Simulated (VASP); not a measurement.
Write the native input for VASP 6.6.1 that does the following.

```
Task                   : single point
Functional             : r2SCAN
Dispersion             : rVV10
Potentials or basis    : VASP PAW PBE potentials, release 64 (Mg, I)
Cutoff                 : 520 eV
k mesh                 : 6 × 6 × 4
Occupations            : fermi-dirac, width 0.02 eV
Spin                   : no spin polarisation
Dipole correction      : no
Further INCAR settings : ALGO = Normal; EDIFF = 1e-07; NBANDS = 15
```

MgI2:

```
Mg I
1.0
     4.15664    0.00000    0.00000
    -2.07832    3.59976    0.00000
     0.00000    0.00000    6.87562
Mg I
1 2
Cartesian
  0.0000 0.0000 0.0000
  0.0000 2.3998 1.6678
  2.0783 1.1999 5.2078
```

The input as run:

POSCAR

```
MgI2
1.0
    4.1566396118      0.0000000000      0.0000000000
   -2.0783198059      3.5997554982      0.0000000000
    0.0000000000      0.0000000000      6.8756215139
Mg I
1 2
Direct
    0.0000000000      0.0000000000      0.0000000000
    0.3333333333      0.6666666667      0.2425731935
    0.6666666667      0.3333333333      0.7574268065
```

INCAR.step1

```
  ALGO = Normal
  EDIFF = 1E-4
  ENCUT = 520
  GGA = PE
  ISMEAR = -1
  LASPH = True
  LCHARG = False
  LREAL = False
  LWAVE = True
  NBANDS = 15
  NELM = 100
  PREC = Accurate
  SIGMA = 0.02
```

INCAR.step2

```
  ALGO = Normal
  BPARAM = 11.95
  CPARAM = 0.0093
  EDIFF = 1E-7
  ENCUT = 520
  ISIF = 2
  ISMEAR = -1
  ISTART = 1
  IVDW_NL = 2
  LASPH = True
  LCHARG = False
  LMIXTAU = True
  LREAL = False
  LUSE_VDW = True
  LWAVE = False
  METAGGA = R2SCAN
  NBANDS = 15
  NELM = 100
  PREC = Accurate
  SIGMA = 0.02
```

KPOINTS

```
k-points
0
Gamma
  6 6 4
```

Potentials or basis: VASP PAW PBE potentials, release 64 (Mg, I).

The run is started by

```sh
$ cat potpaw_PBE.64/Mg/POTCAR potpaw_PBE.64/I/POTCAR > POTCAR
$ cp INCAR.step1 INCAR
$ mpirun -np 1 vasp_std > vasp.out
$ cp INCAR.step2 INCAR
$ mpirun -np 1 vasp_std > vasp.out
```

Results of the run:

The pressure is 0.0 GPa and the largest force is 0.012 eV/Å. The band gap on the k mesh is 4.07 eV, indirect (least direct gap 4.42 eV).

Caveat: the PAW data sets were made with another functional, which shifts forces and pressure a little; spin-orbit coupling is left out, which moves the levels of the heavy elements.

Wall time 3.4 min on 1 thread of Intel(R) Xeon(R) Platinum 8488C (Sapphire Rapids) (shared host), peak memory 0.46 GiB.
